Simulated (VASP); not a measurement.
Here is a VASP 6.6.1 calculation.

Contents of INCAR:

```
SYSTEM = C
  ALGO = Normal
  EDIFF = 1E-6
  ENCUT = 600
  GGA = PS
  GGA_COMPAT = .False.
  ISIF = 2
  ISMEAR = 0
  LASPH = .True.
  LCHARG = .False.
  LREAL = .False.
  LWAVE = .False.
  NBANDS = 16
  NELM = 120
  PREC = Accurate
  SIGMA = 0.15
```

KPOINTS

```
k-points
0
Gamma
  18 18 6
  0 0 0
```

File POSCAR:

```
C
1.0
    1.2294745828     -2.1290849001      0.0000000000
    1.2294745828      2.1290849001      0.0000000000
    0.0000000000      0.0000000000      7.3778161753
C
4
Direct
   -0.0298972949      0.6834078221      0.7498448451
    0.6965406009      0.6499488719      0.2501554025
    1.0298972949      0.3165921779      0.2501551549
    0.3034593991      0.3500511281      0.7498445975
```

Potentials or basis: VASP PAW PBE potentials, release 64 (C).

Run with:

```sh
$ cat potpaw_PBE.64/C/POTCAR > POTCAR
$ mpirun -np 1 vasp_std > vasp.out
```

Task: Predict the band gap on the k mesh.

Result: Zero (filled and empty bands touch).

Task: Predict the pressure.

Result: 0.4 GPa.

Task: Predict the largest force.

Result: 0.011 eV/Å.

Forces on the atoms (eV/Å):
```
C    0.004 -0.011  0.000
C   -0.007  0.004  0.000
C   -0.004  0.011  0.000
C    0.007 -0.004  0.000
```

Caveat: this functional lacks dispersion, which binds layers or chains, so the pressure and a relaxed spacing across them are unreliable; the PAW data sets were made with another functional, which shifts forces and pressure a little.
